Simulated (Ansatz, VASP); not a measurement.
**SrCl2 in VASP and in Ansatz**

INCAR

```
SYSTEM = SrCl2
  PREC = Accurate
  ENCUT = 520
  EDIFF = 1E-6
  ISMEAR = 0
  SIGMA = 0.05
  LREAL = .FALSE.
  LASPH = .TRUE.
  NELM = 100
  ALGO = Normal
  ISIF = 2
  LWAVE = .FALSE.
  LCHARG = .FALSE.
  NBANDS = 46
```

KPOINTS

```
Automatic mesh
0
G
  5 5 2
  0 0 0
```

The input POSCAR:

```
SrCl2
1.0
    3.4855000000     -3.4855000000      0.0000000000
    3.4855000000      0.0000000000     -3.4855000000
    8.7030508076      8.7030508076      8.7030508076
Sr Cl
3 6
Direct
    0.6666666667      0.6666666667      0.1335105979
    0.0000000000      0.0000000000      0.6674995905
    0.3333333333      0.3333333333      0.4005050942
    0.6666666667      0.6666666667      0.3337564701
    1.0000000000      0.0000000000      0.0667619738
    0.3333333333      0.3333333333      0.6007509664
    0.6666666667      0.6666666667      0.7342482146
    1.0000000000      1.0000000000      0.4672537183
    0.3333333333      0.3333333333      0.2002592220
```

Input for Ansatz:

```yaml
crystal:
  lattice:
    - [3.4855, -3.4855, 0.0]
    - [3.4855, 0.0, -3.4855]
    - [8.7030508076, 8.7030508076, 8.7030508076]
  atoms:
    - { symbol: Sr, position: [0.6666666667, 0.6666666667, 0.1335105979] }
    - { symbol: Sr, position: [0.0, 0.0, 0.6674995905] }
    - { symbol: Sr, position: [0.3333333333, 0.3333333333, 0.4005050942] }
    - { symbol: Cl, position: [0.6666666667, 0.6666666667, 0.3337564701] }
    - { symbol: Cl, position: [1.0, 0.0, 0.0667619738] }
    - { symbol: Cl, position: [0.3333333333, 0.3333333333, 0.6007509664] }
    - { symbol: Cl, position: [0.6666666667, 0.6666666667, 0.7342482146] }
    - { symbol: Cl, position: [1.0, 1.0, 0.4672537183] }
    - { symbol: Cl, position: [0.3333333333, 0.3333333333, 0.200259222] }
basis:
  ecutwfc: 420
kpoints:
  mp_grid: { grid: [5, 5, 2] }
hamiltonian:
  xc: lda
scf:
  occupations: { method: gaussian, width: 0.05 }
output:
  forces: true
  stress: true
  eigenvalues: true
```

Alike in both runs: task single point; functional LDA; k mesh 5 × 5 × 2; occupations gaussian, width 0.05 eV; no spin polarisation.

```csv
,VASP,Ansatz
version,VASP 6.6.1,Ansatz 0.2.0
potentials or method,"VASP PAW LDA potentials, release 64 (Sr_sv, Cl), cutoff 520 eV","scalar-relativistic, plane waves, PAW"
valence electrons in the cell,72,72
```

|  | VASP | Ansatz | Ansatz less VASP |
| --- | --- | --- | --- |
| gap on the k mesh at the Fermi level (eV) | 4.68 | 4.68 | -0.006 |
| least direct gap on the mesh (eV) | 4.95 | 4.95 | -0.006 |
| pressure (GPa) | -2.7 | -2.8 | -0.08 |
| traceless stress, the component that is largest in VASP (GPa) | 0.49 | 0.51 | +0.013 |
| rms of the force components (eV/Å) | 0.091 | 0.095 | +0.0033 |

LDA's correlation is that of Perdew and Zunger in VASP and of Perdew and Wang (1992) in Ansatz. Atom by atom the forces differ by 0.004 eV/Å (rms over components).
